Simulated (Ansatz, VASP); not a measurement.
# C: VASP beside Ansatz

```
C
1.0
     2.46657    0.00000    0.00000
    -1.23328    2.13611    0.00000
     0.00000    0.00000    8.52674
C
4
Direct
  0.00000 0.00000 0.25000
  0.00000 0.00000 0.75000
  0.33333 0.66667 0.25000
  0.66667 0.33333 0.75000
```

Alike in both runs: task single point; functional PBE; k mesh 15 × 15 × 4; occupations methfessel-paxton of order 1, width 0.6 eV; no spin polarisation.

```csv
,VASP,Ansatz
version,VASP 6.6.1,Ansatz 0.2.0
potentials or method,"VASP PAW PBE potentials, release 64 (C), cutoff 520 eV","plane waves (420 eV) with PAW, scalar-relativistic"
valence electrons in the cell,16,16
```

|  | VASP | Ansatz | Ansatz less VASP |
| --- | --- | --- | --- |
| pressure (GPa) | 0.3 | 0.0 | -0.35 |
| traceless stress, the component that is largest in VASP (GPa) | -0.35 | 0.06 | +0.411 |
